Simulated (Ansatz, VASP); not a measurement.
## One calculation of FeO, two programs

```xyz
2
Lattice="0.0000 2.0587 2.0587 2.0587 0.0000 2.0587 2.0587 2.0587 0.0000" Properties=species:S:1:pos:R:3 pbc="T T T"
Fe    0.0000    0.0000    0.0000
O     2.0587    2.0587    2.0587
```

Alike in both runs: task single point; functional PBE; k mesh 14 × 14 × 14; occupations gaussian, width 0.05 eV; no spin polarisation.

|  | VASP | Ansatz |
| --- | --- | --- |
| version | VASP 6.6.1 | Ansatz 0.2.0 |
| potentials or method | VASP PAW PBE potentials, release 64 (Fe_sv, O), cutoff 600 eV | scalar-relativistic, plane waves, PAW |
| valence electrons in the cell | 22 | 22 |

Ansatz gave:

| Property | Result |
| --- | --- |
| gap on the k mesh at the Fermi level (eV) | none |
| pressure (GPa) | -4.5 |

**Question.** Which values does VASP return?

**Answer.** gap on the k mesh at the Fermi level (eV): none; pressure (GPa): -7.0.

A gap of «none» marks a metal or a gap that the smearing closes.
